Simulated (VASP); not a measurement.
A run of VASP 6.6.1 is set up as follows.

File INCAR:

```
SYSTEM = MgO
PREC = Accurate
ENCUT = 840
EDIFF = 1E-6
ISMEAR = -1
SIGMA = 0.02
LREAL = .FALSE.
LASPH = .TRUE.
NELM = 120
ALGO = Normal
ISIF = 2
LWAVE = .FALSE.
LCHARG = .TRUE.
GGA = PE
LELF = .TRUE.
LVHAR = .TRUE.
NBANDS = 15
GGA_COMPAT = .FALSE.
```

File KPOINTS:

```
regular mesh
0
G
  7 7 7
  0 0 0
```

Contents of POSCAR:

```
MgO
1.0
    0.0000000000      2.1620000000      2.1620000000
    2.1620000000      0.0000000000      2.1620000000
    2.1620000000      2.1620000000      0.0000000000
Mg O
1 1
Direct
    0.0000000000      0.0000000000      0.0000000000
    0.5000000000      0.5000000000      0.5000000000
```

Potentials or basis: VASP PAW PBE potentials, release 64 (Mg_sv, O).

Command:

```console
$ cat potpaw_PBE.64/Mg_sv/POTCAR potpaw_PBE.64/O/POTCAR > POTCAR
$ mpirun -np 1 vasp_std > vasp.out
```

(1) Estimate the pressure.

(2) Estimate the band gap on the k mesh.

Answers

(1) -6.6 GPa.

(2) 4.01 eV.

Caveat: the cell stands under tension.
